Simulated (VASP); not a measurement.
# Pt (Fm-3m) in VASP: further runs

The runs below take Pt through single point, with LDA.

Everything below comes from runs of VASP 6.6.1. Logs are shortened: lines on timing, memory, paths and dates and some standing lists are left out, and cuts for length are marked.

## 1. The cell of the first run

The structure is cubic, space group Fm-3m (No. 225). Conventional cell: a = 3.895 Å, b = 3.895 Å, c = 3.895 Å, α = 90.00°, β = 90.00°, γ = 90.00°. Pt (site symmetry m-3m) has 12 Pt at 2.75 Å within 3.6 Å.

## 2. Single point, LDA (volume scaled by 0.98)

Input file INCAR:

```
SYSTEM = Pt
PREC = Accurate
ENCUT = 520
EDIFF = 1E-6
ISMEAR = -1
SIGMA = 0.05
LREAL = .FALSE.
LASPH = .TRUE.
NELM = 80
ALGO = Fast
ISIF = 2
LWAVE = .FALSE.
LCHARG = .TRUE.
LELF = .TRUE.
LVHAR = .TRUE.
NBANDS = 11
```

Input file KPOINTS:

```
Automatic mesh
0
G
  12 12 12
  0 0 0
```

Input file POSCAR:

```
Pt
1.0
    0.0000000000      1.9477392008      1.9477392008
    1.9477392008      0.0000000000      1.9477392008
    1.9477392008      1.9477392008      0.0000000000
Pt
1
Direct
    0.0000000000      0.0000000000      0.0000000000
```

Potentials or basis: VASP PAW LDA potentials, release 64 (Pt).

Started as:

```sh
cat potpaw_LDA.64/Pt/POTCAR > POTCAR
mpirun -np 1 vasp_std > vasp.out
```

OUTCAR:

```text
SYSTEM = Pt
   PREC = Accurate
   ENCUT = 520
   EDIFF = 1E-6
   ISMEAR = -1
   LREAL = .FALSE.
   LASPH = .TRUE.
   NELM = 80
   ISIF = 2

 ion  position               nearest neighbor table
   1  0.000  0.000  0.000-

  LATTYP: Found a face centered cubic cell.
 ALAT       =     3.8954784016

  Lattice vectors:

 A1 = (   0.0000000000,   1.9477392008,   1.9477392008)
 A2 = (   1.9477392008,   0.0000000000,   1.9477392008)
 A3 = (   1.9477392008,   1.9477392008,   0.0000000000)

Analysis of symmetry for initial positions (statically):
=====================================================================
 Subroutine PRICEL returns:
 Original cell was already a primitive cell.

 Routine SETGRP: Setting up the symmetry group for a
 face centered cubic supercell.

 Subroutine GETGRP returns: Found 48 space group operations
 (whereof 48 operations were pure point group operations)
 out of a pool of 48 trial point group operations.

The static configuration has the point symmetry O_h .

Analysis of symmetry for dynamics (positions and initial velocities):
=====================================================================
 Subroutine PRICEL returns:
 Original cell was already a primitive cell.

 Routine SETGRP: Setting up the symmetry group for a
 face centered cubic supercell.

 Subroutine GETGRP returns: Found 48 space group operations
 (whereof 48 operations were pure point group operations)
 out of a pool of 48 trial point group operations.

The dynamic configuration has the point symmetry O_h .

 Subroutine INISYM returns: Found 48 space group operations
 (whereof 48 operations are pure point group operations),
 and found     1 'primitive' translations

----------------------------------------------------------------------------------------

                                     Primitive cell

  volume of cell :      14.7782

  direct lattice vectors                    reciprocal lattice vectors
     0.000000000  1.947739201  1.947739201    -0.256707879  0.256707879  0.256707879
     1.947739201  0.000000000  1.947739201     0.256707879 -0.256707879  0.256707879
     1.947739201  1.947739201  0.000000000     0.256707879  0.256707879 -0.256707879

  length of vectors
     2.754519194  2.754519194  2.754519194     0.444631090  0.444631090  0.444631090

  position of ions in fractional coordinates (direct lattice)
     0.000000000  0.000000000  0.000000000

  ion indices of the primitive-cell ions
   primitive index   ion index
                 1           1

----------------------------------------------------------------------------------------
[... 80 lines left out ...]
   PSTRESS=    0.0 pullay stress
   NELECT =      10.0000    total number of electrons
   NUPDOWN=      -1.0000    fix difference up-down
   EMIN   =  10.00;   EMAX   =-10.00  energy-range for DOS
   EFERMI =   0.00;   METHOD = LEGACY
   ISMEAR =    -1;   SIGMA  =   0.05  broadening in eV -4-tet -1-fermi 0-gaus
   EFERMI_NEDOS =   21; number of points for ismear=-14 and -15
   IALGO  =     68    algorithm
   IMIX   =      4    mixing-type and parameters
     AMIX     =   0.40;   BMIX     =  1.00
     AMIX_MAG =   1.60;   BMIX_MAG =  1.00
  volume/ion in A,a.u.               =      14.78        99.73
  Fermi-wavevector in a.u.,A,eV,Ry     =   1.437256  2.716019 28.105607  2.065704
  Thomas-Fermi vector in A             =   2.556353
   LORBIT       =      0    0 simple, 1 ext, 2 COOP (PROOUT), +10 PAW based schemes
   GGA     = CA    functional components
   LHFCALC =     F    Hartree Fock is set to
   AEXX    =    0.0000 exact exchange contribution
   IVDW    =     0    specifies the selected vdW correction
   LEPSILON=     F    determine dielectric tensor
   LRPA    =     F    only Hartree local field effects (RPA)
 non-spin polarized calculation
 RMM-DIIS sequential band-by-band and
  energy-cutoff  :      520.00
  volume of cell :       14.78
 maximum number of plane-waves:       415
   NGX = 11   NGY = 11   NGZ = 11

 number of electron      10.0000000 magnetization

 Free energy of the ion-electron system (eV)
  ---------------------------------------------------
  ext. energy  EPLUGINS =         0.00000000
  ---------------------------------------------------
  free energy    TOTEN  =        -7.51490738 eV

  energy without entropy =       -7.49970456  energy(sigma->0) =       -7.50730597

 E-fermi :  11.5648     XC(G=0): -13.8039

 val. band max:       11.5640650799   @ k =   0.5000   0.4167   0.0833
 cond. band min:      11.5667424138   @ k =   0.4167   0.4167   0.0000
 fundamental gap:      0.0026773339
 Fermi energy:        11.5648267503

 k-point     1 :       0.0000    0.0000    0.0000
  band No.  band energies     occupation
      1       1.0625      2.00000
      2       7.6008      2.00000
      3       7.6008      2.00000
      4       7.6008      2.00000
      5       9.8685      2.00000
      6       9.8685      2.00000
      7      26.0982      0.00000
      8      31.1356      0.00000
      9      31.1356      0.00000
     10      31.1356      0.00000
     11      36.6605      0.00000
[... 309 lines left out ...]
 k-point    24 :      -0.4167    0.1667    0.0000
  band No.  band energies     occupation
      1       4.8049      2.00000
      2       6.9471      2.00000
      3       8.2542      2.00000
      4       8.5470      2.00000
      5      11.2430      1.99680
      6      14.6181      0.00000
      7      17.6956      0.00000
      8      26.4495      0.00000
      9      28.5170      0.00000
     10      30.2120      0.00000
     11      38.6253      0.00000

 [... further k-points ...]

------------------------ aborting loop because EDIFF is reached ----------------------------------------

  FORCE on cell =-STRESS in cart. coord.  units (eV):
  Direction    XX          YY          ZZ          XY          YZ          ZX
  --------------------------------------------------------------------------------------
  -------------------------------------------------------------------------------------
  Total        0.0554106      0.0554106      0.0554106      0.0000000     -0.0000000     -0.0000000
  in kB        6.0073216      6.0073216      6.0073216      0.0000000     -0.0000000     -0.0000000
  external PRESSURE =       6.0073216 kB  Pullay stress =       0.0000000 kB

 VOLUME and BASIS-vectors are now :
 -----------------------------------------------------------------------------
  energy-cutoff  :      520.00
  volume of cell :       14.78
      direct lattice vectors                 reciprocal lattice vectors
     0.000000000  1.947739201  1.947739201    -0.256707879  0.256707879  0.256707879
     1.947739201  0.000000000  1.947739201     0.256707879 -0.256707879  0.256707879
     1.947739201  1.947739201  0.000000000     0.256707879  0.256707879 -0.256707879

 POSITION                                       TOTAL-FORCE (eV/Angst)
 -----------------------------------------------------------------------------------
      0.00000      0.00000      0.00000         0.000000     -0.000000      0.000000
 -----------------------------------------------------------------------------------
    total drift:                                0.000000      0.000000     -0.000000

  FREE ENERGIE OF THE ION-ELECTRON SYSTEM (eV)
  ---------------------------------------------------
  free  energy   TOTEN  =        -7.5149073764 eV

  energy  without entropy=       -7.4997045566  energy(sigma->0) =       -7.50730597
```

OSZICAR:

```text
N       E                     dE             d eps       ncg     rms          rms(c)
DAV:   1     0.385310514803E+02    0.38531E+02   -0.54477E+03  1632   0.851E+02
DAV:   2    -0.737713281853E+01   -0.45908E+02   -0.44091E+02  1805   0.179E+02
DAV:   3    -0.794253494467E+01   -0.56540E+00   -0.56148E+00  1830   0.190E+01
DAV:   4    -0.794462042049E+01   -0.20855E-02   -0.20853E-02  1833   0.134E+00
DAV:   5    -0.794463615024E+01   -0.15730E-04   -0.15729E-04  1857   0.110E-01    0.141E+01
RMM:   6    -0.756367317123E+01    0.38096E+00   -0.36817E-01  1597   0.510E+00    0.726E+00
RMM:   7    -0.751959462575E+01    0.44079E-01   -0.70071E-02  1668   0.236E+00    0.261E+00
RMM:   8    -0.751550236241E+01    0.40923E-02   -0.11805E-02  1657   0.973E-01    0.724E-01
RMM:   9    -0.751488817878E+01    0.61418E-03   -0.14860E-03  1797   0.326E-01    0.540E-02
RMM:  10    -0.751490710129E+01   -0.18923E-04   -0.17608E-04  1794   0.101E-01    0.619E-02
RMM:  11    -0.751490952418E+01   -0.24229E-05   -0.18044E-05  1792   0.295E-02    0.533E-02
RMM:  12    -0.751490729396E+01    0.22302E-05   -0.11650E-05  1709   0.298E-02    0.520E-03
RMM:  13    -0.751490737635E+01   -0.82388E-07   -0.14779E-06  1321   0.975E-03
   1 F= -.75149074E+01 E0= -.75073060E+01  d E =-.152028E-01
```

Wall time 16 s (1 thread of Intel Xeon Platinum 8259CL at 2.50GHz (Skylake/Cascade Lake), shared host); peak memory 0.12 GiB.

What came out:

| Item | Value |
| --- | --- |
| Free energy | -7.5149 eV |
| Pressure | 0.6 GPa |
| Band gap on the k mesh | zero (band 5 reaches 12.07 eV, above the bottom of band 6 at 9.75 eV) |

Caveat: spin-orbit coupling is left out, which moves the levels of the heavy elements.

## 3. Single point, LDA (volume scaled by 1.02)

Input file INCAR:

```
PREC     = Accurate       # precision mode
ENCUT    = 520            # plane-wave cutoff, eV
EDIFF    = 1E-6           # SCF threshold, eV
ISMEAR   = -1             # smearing method
SIGMA    = 0.05           # smearing width, eV
LREAL    = F              # projectors in reciprocal space
LASPH    = T              # aspherical terms in the spheres
NELM     = 60             # most SCF steps
ALGO     = Normal         # electronic algorithm
ISIF     = 2              # what is computed and relaxed
LWAVE    = F              # write WAVECAR
LCHARG   = F              # write CHGCAR
GGA      = CA             # functional
NBANDS   = 11             # bands
```

Input file KPOINTS:

```
Automatic mesh
0
Gamma
  12 12 12
```

Input file POSCAR:

```
Pt
1.0
    0.0000000000      1.9738864712      1.9738864712
    1.9738864712      0.0000000000      1.9738864712
    1.9738864712      1.9738864712      0.0000000000
Pt
1
Direct
    0.0000000000      0.0000000000      0.0000000000
```

Potentials or basis: VASP PAW LDA potentials, release 64 (Pt).

Started as:

```sh
cat potpaw_LDA.64/Pt/POTCAR > POTCAR
mpirun -np 1 vasp_std > vasp.out
```

Run time: 13 s. Hardware: 1 thread of Intel Xeon Platinum 8259CL at 2.50GHz (Skylake/Cascade Lake), shared host; peak memory 0.13 GiB.

It converged, with:

- Free energy: -7.4958 eV
- Pressure: -10.5 GPa
- Band gap on the k mesh: zero (band 5 reaches 11.24 eV, above the bottom of band 6 at 9.09 eV)

Levels at points of the mesh, in eV from the Fermi level:
```
           k point  band 1  band 2  band 3  band 4  band 5  band 6  band 7  band 8  band 9  band 10
(0.00, 0.00, 0.00)  -10.05   -3.71   -3.71   -3.71   -1.59   -1.59   14.66   19.46   19.46    19.46
(0.50, 0.00, 0.00)   -7.17   -3.76   -3.76   -0.43    0.03    0.03    5.66   14.21   18.74    18.74
(0.50, 0.50, 0.00)   -6.90   -6.46    0.01    0.46    0.46    1.78    8.63   11.25   11.25    19.94
```

Caveat: spin-orbit coupling is left out, which moves the levels of the heavy elements.
